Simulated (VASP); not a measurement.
# TlW (Pm-3m) in VASP: a series of runs

The runs below take TlW through single point, relaxation of cell and atoms, with PBE.

All numbers are computed with VASP 6.6.1; they aren't measurements. Logs are shortened: lines on timing, memory, paths and dates and some standing lists are left out, and cuts for length are marked.

### 1 The cell of the first run

It takes space group Pm-3m (No. 221, cubic). Conventional cell: a = 3.369 Å, b = 3.369 Å, c = 3.369 Å, α = 90.00°, β = 90.00°, γ = 90.00°. Tl (site symmetry m-3m) has 8 W at 2.92 Å and 6 Tl at 3.37 Å within 3.8 Å. Within 3.8 Å of W (site symmetry m-3m) lie 8 Tl at 2.92 Å and 6 W at 3.37 Å.

### 2 Single point, PBE

Contents of INCAR:

```
SYSTEM = TlW
  PREC = Accurate
  ENCUT = 520
  EDIFF = 1E-7
  ISMEAR = 0
  SIGMA = 0.1
  LREAL = .False.
  LASPH = .True.
  NELM = 60
  ALGO = Normal
  ISIF = 2
  LWAVE = .False.
  LCHARG = .False.
  GGA = PE
  NBANDS = 20
```

Contents of KPOINTS:

```
Automatic mesh
0
Gamma
  6 6 6
  0 0 0
```

Contents of POSCAR:

```
TlW
1.0
    3.3685307485      0.0000000000      0.0000000000
    0.0000000000      3.3685307485      0.0000000000
    0.0000000000      0.0000000000      3.3685307485
Tl W
1 1
Direct
    0.0000000000      0.0000000000      0.0000000000
    0.5000000000      0.5000000000      0.5000000000
```

Potentials or basis: VASP PAW PBE potentials, release 64 (Tl_d, W_sv).

Started as:

```console
> cat potpaw_PBE.64/Tl_d/POTCAR potpaw_PBE.64/W_sv/POTCAR > POTCAR
> mpirun -np 1 vasp_std > vasp.out
```

OUTCAR:

```text
SYSTEM = TlW
   PREC = Accurate
   ENCUT = 520
   EDIFF = 1E-7
   ISMEAR = 0
   LREAL = .False.
   LASPH = .True.
   NELM = 60
   ISIF = 2
   GGA = PE

 ion  position               nearest neighbor table
   1  0.000  0.000  0.000-   2 2.92   2 2.92   2 2.92   2 2.92   2 2.92   2 2.92   2 2.92   2 2.92

   2  0.500  0.500  0.500-   1 2.92   1 2.92   1 2.92   1 2.92   1 2.92   1 2.92   1 2.92   1 2.92

  LATTYP: Found a simple cubic cell.
 ALAT       =     3.3685307485

  Lattice vectors:

 A1 = (   3.3685307485,   0.0000000000,   0.0000000000)
 A2 = (   0.0000000000,   3.3685307485,   0.0000000000)
 A3 = (   0.0000000000,   0.0000000000,   3.3685307485)

Analysis of symmetry for initial positions (statically):
=====================================================================
 Subroutine PRICEL returns:
 Original cell was already a primitive cell.

 Routine SETGRP: Setting up the symmetry group for a
 simple cubic supercell.

 Subroutine GETGRP returns: Found 48 space group operations
[... 9 lines left out ...]

 Routine SETGRP: Setting up the symmetry group for a
 simple cubic supercell.

 Subroutine GETGRP returns: Found 48 space group operations
[... 11 lines left out ...]
                                     Primitive cell

  volume of cell :      38.2227

  direct lattice vectors                    reciprocal lattice vectors
     3.368530749  0.000000000  0.000000000     0.296865332  0.000000000  0.000000000
     0.000000000  3.368530749  0.000000000     0.000000000  0.296865332  0.000000000
     0.000000000  0.000000000  3.368530749     0.000000000  0.000000000  0.296865332

  length of vectors
     3.368530749  3.368530749  3.368530749     0.296865332  0.296865332  0.296865332

  position of ions in fractional coordinates (direct lattice)
     0.000000000  0.000000000  0.000000000
     0.500000000  0.500000000  0.500000000

  ion indices of the primitive-cell ions
   primitive index   ion index
                 1           1
                 2           2

----------------------------------------------------------------------------------------

 KPOINTS: Automatic mesh

Automatic generation of k-mesh.
 Grid dimensions read from file:
 generate k-points for:    6    6    6

 Generating k-lattice:

  Cartesian coordinates                     Fractional coordinates (reciprocal lattice)
     0.049477555  0.000000000  0.000000000     0.166666667  0.000000000  0.000000000
     0.000000000  0.049477555  0.000000000     0.000000000  0.166666667  0.000000000
     0.000000000  0.000000000  0.049477555     0.000000000  0.000000000  0.166666667

  Length of vectors
     0.049477555  0.049477555  0.049477555

  Shift w.r.t. Gamma in fractional coordinates (k-lattice)
     0.000000000  0.000000000  0.000000000

 Subroutine IBZKPT returns following result:
 ===========================================

 Found     20 irreducible k-points:

 Following reciprocal coordinates:
            Coordinates               Weight
  0.000000  0.000000  0.000000      1.000000
  0.166667  0.000000  0.000000      6.000000
  0.333333  0.000000  0.000000      6.000000
  0.500000  0.000000  0.000000      3.000000
  0.166667  0.166667  0.000000     12.000000
  0.333333  0.166667  0.000000     24.000000
[... 12 lines left out ...]
  0.500000  0.500000  0.333333      6.000000
  0.500000  0.500000  0.500000      1.000000
   k-points           NKPTS =     20   k-points in BZ     NKDIM =     20   number of bands    NBANDS=     20
   number of dos      NEDOS =    301   number of ions     NIONS =      2
   total plane-waves  NPLWV =  21952
   dimension x,y,z NGX =    28 NGY =   28 NGZ =   28
   dimension x,y,z NGXF=    56 NGYF=   56 NGZF=   56
   ions per type =               1   1
   NGX,Y,Z   is equivalent  to a cutoff of  13.82, 13.82, 13.82 a.u.
   NGXF,Y,Z  is equivalent  to a cutoff of  27.64, 27.64, 27.64 a.u.
 SYSTEM =  TlW
   PREC   = accura    normal or accurate (medium, high low for compatibility)
   ISTART =      0    job   : 0-new  1-cont  2-samecut
   ICHARG =      2    charge: 1-file 2-atom 10-const
   ISPIN  =      1    spin polarized calculation?
   LNONCOLLINEAR =      F non collinear calculations
   LSORBIT =      F    spin-orbit coupling
   LASPH  =      T    aspherical Exc in radial PAW
   ENCUT  =  520.0 eV  38.22 Ry    6.18 a.u.   6.26  6.26  6.26*2*pi/ulx,y,z
   NELM   =     60;   NELMIN=  2; NELMDL= -5     # of ELM steps
   EDIFF  = 0.1E-06   stopping-criterion for ELM
   LREAL  =      F    real-space projection
   EDIFFG = 0.1E-05   stopping-criterion for IOM
   NSW    =      0    number of steps for IOM
   IBRION =     -1    ionic relax: 0-MD 1-quasi-New 2-CG
   NFREE  =      0    steps in history (QN), initial steepest desc. (CG)
   ISIF   =      2    stress and relaxation
   ISYM   =      2    0-nonsym 1-usesym 2-fastsym
   POTIM  = 0.5000    time-step for ionic-motion
   TEBEG  =    0.0;   TEEND  =   0.0 temperature during run
   PSTRESS=    0.0 pullay stress
   NELECT =      27.0000    total number of electrons
   NUPDOWN=      -1.0000    fix difference up-down
   EMIN   =  10.00;   EMAX   =-10.00  energy-range for DOS
   EFERMI =   0.00;   METHOD = LEGACY
   ISMEAR =     0;   SIGMA  =   0.10  broadening in eV -4-tet -1-fermi 0-gaus
   EFERMI_NEDOS =   21; number of points for ismear=-14 and -15
   IALGO  =     38    algorithm
   IMIX   =      4    mixing-type and parameters
     AMIX     =   0.40;   BMIX     =  1.00
     AMIX_MAG =   1.60;   BMIX_MAG =  1.00
  volume/ion in A,a.u.               =      19.11       128.97
  Fermi-wavevector in a.u.,A,eV,Ry     =   1.457993  2.755208 28.922515  2.125745
  Thomas-Fermi vector in A             =   2.574730
   LORBIT       =      0    0 simple, 1 ext, 2 COOP (PROOUT), +10 PAW based schemes
   GGA     = PE    functional components
   LHFCALC =     F    Hartree Fock is set to
   AEXX    =    0.0000 exact exchange contribution
   IVDW    =     0    specifies the selected vdW correction
   LEPSILON=     F    determine dielectric tensor
   LRPA    =     F    only Hartree local field effects (RPA)
 non-spin polarized calculation
 Gauss-broadening in eV      SIGMA  =   0.10
  energy-cutoff  :      520.00
  volume of cell :       38.22
 maximum number of plane-waves:      1064
 NGX is ok and might be reduce to    28
   NGX = 13   NGY = 13   NGZ = 13

 number of electron      27.0000000 magnetization

 Free energy of the ion-electron system (eV)
  ---------------------------------------------------
  ext. energy  EPLUGINS =         0.00000000
  ---------------------------------------------------
  free energy    TOTEN  =       -12.33472174 eV

  energy without entropy =      -12.32152363  energy(sigma->0) =      -12.32812268

 E-fermi :  10.1439     XC(G=0): -12.5001

 val. band max:       10.1229423094   @ k =   0.5000   0.1667   0.1667
 cond. band min:      10.1529790132   @ k =   0.1667   0.1667   0.0000
 fundamental gap:      0.0300367038
 Fermi energy:        10.1438789696

 k-point     1 :       0.0000    0.0000    0.0000
  band No.  band energies     occupation
      1     -64.1202      2.00000
      2     -28.2553      2.00000
      3     -28.2553      2.00000
      4     -28.2553      2.00000
      5      -1.9952      2.00000
      6      -1.9952      2.00000
[... 12 lines left out ...]
     19      17.1864      0.00000
     20      23.8382      0.00000

 k-point     2 :       0.1667    0.0000    0.0000
  band No.  band energies     occupation
      1     -64.1194      2.00000
      2     -28.2850      2.00000
      3     -28.2533      2.00000
      4     -28.2533      2.00000
      5      -1.9583      2.00000
      6      -1.8547      2.00000
[... 12 lines left out ...]
     19      19.1245      0.00000
     20      21.9755      0.00000

 k-point     3 :       0.3333    0.0000    0.0000
  band No.  band energies     occupation
      1     -64.1176      2.00000
      2     -28.3437      2.00000
      3     -28.2494      2.00000
      4     -28.2494      2.00000
      5      -1.8831      2.00000
      6      -1.5981      2.00000
[... 12 lines left out ...]
     19      19.8385      0.00000
     20      20.7301      0.00000

 k-point     4 :       0.5000    0.0000    0.0000
  band No.  band energies     occupation
      1     -64.1167      2.00000
      2     -28.3729      2.00000
      3     -28.2474      2.00000
      4     -28.2474      2.00000
      5      -1.8446      2.00000
      6      -1.4780      2.00000
[... 12 lines left out ...]
     19      21.1112      0.00000
     20      21.5090      0.00000

 k-point     5 :       0.1667    0.1667    0.0000
  band No.  band energies     occupation
      1     -64.1185      2.00000
      2     -28.2840      2.00000
      3     -28.2808      2.00000
      4     -28.2512      2.00000
      5      -1.8838      2.00000
      6      -1.7489      2.00000
[... 12 lines left out ...]
     19      20.8055      0.00000
     20      22.4581      0.00000
[... 261 lines left out ...]
      6      -1.6615      2.00000
[... 12 lines left out ...]
     19      16.6785      0.00000
     20      19.7743      0.00000

 k-point    18 :       0.5000    0.3333    0.3333
  band No.  band energies     occupation
      1     -64.1117      2.00000
      2     -28.3528      2.00000
      3     -28.3229      2.00000
      4     -28.3223      2.00000
      5      -1.8325      2.00000
      6      -1.7012      2.00000
[... 12 lines left out ...]
     19      17.2660      0.00000
     20      18.0652      0.00000

 k-point    19 :       0.5000    0.5000    0.3333
  band No.  band energies     occupation
      1     -64.1109      2.00000
      2     -28.3502      2.00000
      3     -28.3502      2.00000
      4     -28.3203      2.00000
      5      -1.8275      2.00000
      6      -1.7204      2.00000
[... 12 lines left out ...]
     19      18.2220      0.00000
     20      18.2866      0.00000

 k-point    20 :       0.5000    0.5000    0.5000
  band No.  band energies     occupation
      1     -64.1101      2.00000
      2     -28.3480      2.00000
      3     -28.3480      2.00000
      4     -28.3480      2.00000
      5      -1.7562      2.00000
      6      -1.7562      2.00000
[... 12 lines left out ...]
     19      14.8854      0.00000
     20      18.0577      0.00000

------------------------ aborting loop because EDIFF is reached ----------------------------------------

  FORCE on cell =-STRESS in cart. coord.  units (eV):
  Direction    XX          YY          ZZ          XY          YZ          ZX
  --------------------------------------------------------------------------------------
  -------------------------------------------------------------------------------------
  Total       -0.0681924     -0.0681924     -0.0681924     -0.0000000     -0.0000000     -0.0000000
  in kB       -2.8584141     -2.8584141     -2.8584141     -0.0000000     -0.0000000     -0.0000000
  external PRESSURE =      -2.8584141 kB  Pullay stress =       0.0000000 kB

 VOLUME and BASIS-vectors are now :
 -----------------------------------------------------------------------------
  energy-cutoff  :      520.00
  volume of cell :       38.22
      direct lattice vectors                 reciprocal lattice vectors
     3.368530749  0.000000000  0.000000000     0.296865332  0.000000000  0.000000000
     0.000000000  3.368530749  0.000000000     0.000000000  0.296865332  0.000000000
     0.000000000  0.000000000  3.368530749     0.000000000  0.000000000  0.296865332

 POSITION                                       TOTAL-FORCE (eV/Angst)
 -----------------------------------------------------------------------------------
      0.00000      0.00000      0.00000         0.000000      0.000000      0.000000
      1.68427      1.68427      1.68427         0.000000      0.000000      0.000000
 -----------------------------------------------------------------------------------
    total drift:                                0.000000      0.000000      0.000000

  FREE ENERGIE OF THE ION-ELECTRON SYSTEM (eV)
  ---------------------------------------------------
  free  energy   TOTEN  =       -12.3347217406 eV

  energy  without entropy=      -12.3215236283  energy(sigma->0) =      -12.32812268
```

Run time: 9.1 s. Hardware: 1 thread of Intel Xeon Platinum 8488C (Sapphire Rapids), shared host; peak memory 0.16 GiB.

What came out:

```
Free energy : -12.3347 eV
Pressure    : -0.3 GPa
```

Levels at points of the mesh, in eV from the Fermi level:
| k point | band 11 | band 12 | band 13 | band 14 | band 15 | band 16 |
| --- | --- | --- | --- | --- | --- | --- |
| (0.00, 0.00, 0.00) | -1.93 | -1.93 | 1.29 | 1.29 | 1.29 | 3.92 |
| (0.50, 0.00, 0.00) | -6.37 | -2.21 | -1.17 | -1.17 | 0.98 | 2.33 |
| (0.50, 0.50, 0.00) | -2.23 | -2.23 | -1.82 | 0.49 | 0.49 | 2.30 |
| (0.50, 0.50, 0.50) | -4.08 | -4.08 | -2.86 | 2.41 | 2.41 | 4.58 |

Caveat: spin-orbit coupling is left out, which moves the levels of the heavy elements.

(Part 1 of 2 ends here.)
